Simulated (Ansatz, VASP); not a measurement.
**FeO in VASP and in Ansatz**

INCAR

```
ALGO     = Normal         # electronic algorithm
EDIFF    = 1E-7           # SCF threshold, eV
ENCUT    = 520            # plane-wave cutoff, eV
GGA      = PE             # functional
ISIF     = 2              # what is computed and relaxed
ISMEAR   = -1             # smearing method
ISPIN    = 2              # spin polarisation
LASPH    = T              # aspherical terms in the spheres
LCHARG   = F              # write CHGCAR
LMAXMIX  = 4              # l up to which the mixer works
LORBIT   = 11             # projections on sites
LREAL    = F              # projectors in reciprocal space
LWAVE    = F              # write WAVECAR
MAGMOM   = 4 0            # initial moments
NBANDS   = 18             # bands
NELM     = 150            # most SCF steps
PREC     = Accurate       # precision mode
SIGMA    = 0.05           # smearing width, eV
```

KPOINTS

```
k-points
0
Gamma
  11 11 11
```

POSCAR

```
FeO
1.0
    0.0000000000      2.1409339512      2.1409339512
    2.1409339512      0.0000000000      2.1409339512
    2.1409339512      2.1409339512      0.0000000000
Fe O
1 1
Direct
    0.0000000000      0.0000000000      0.0000000000
    0.5000000000      0.5000000000      0.5000000000
```

Contents of input.yaml:

```yaml
crystal:
  lattice:
    - [0.0, 2.1409339512, 2.1409339512]
    - [2.1409339512, 0.0, 2.1409339512]
    - [2.1409339512, 2.1409339512, 0.0]
  atoms:
    - { symbol: Fe, position: [0.0, 0.0, 0.0], spin: 4.0 }
    - { symbol: O, position: [0.5, 0.5, 0.5] }
kpoints:
  mp_grid: { grid: [11, 11, 11] }
scf:
  occupations: { method: fermi_dirac, width: 0.05 }
hamiltonian:
  xc: pbe
  pseudopotentials: { kind: all_electron, lapw: { basis_error: 0.0005 } }
magnetization:
  spin_polarized: true
output:
  forces: true
  stress: true
  eigenvalues: true
```

Change from the starting cell: volume scaled by 0.98.

Alike in both runs: task single point; functional PBE; k mesh 11 × 11 × 11; occupations fermi-dirac, width 0.05 eV; collinear spin.

|  | VASP | Ansatz |
| --- | --- | --- |
| version | VASP 6.6.1 | Ansatz 0.2.0 |
| potentials or method | VASP PAW PBE potentials, release 64 (Fe, O), cutoff 520 eV | all-electron LAPW, scalar-relativistic |

Ansatz gave:

| Quantity | Value |
| --- | --- |
| gap on the k mesh at the Fermi level (eV) | none |
| pressure (GPa) | 3.6 |
| net moment per atom (μB) | 2.00 |
| size of the moment on the site where the two differ most (μB) | 0.33 |

Task: Which values does VASP return?

Result: gap on the k mesh at the Fermi level (eV): none; pressure (GPa): 3.8; net moment per atom (μB): 2.00; size of the moment on the site where the two differ most (μB): 0.31.

Site moments also hang on the region over which each program counts them. A gap of «none» marks a metal or a gap that the smearing closes. Ansatz ran all-electron here, and VASP with PAW potentials.
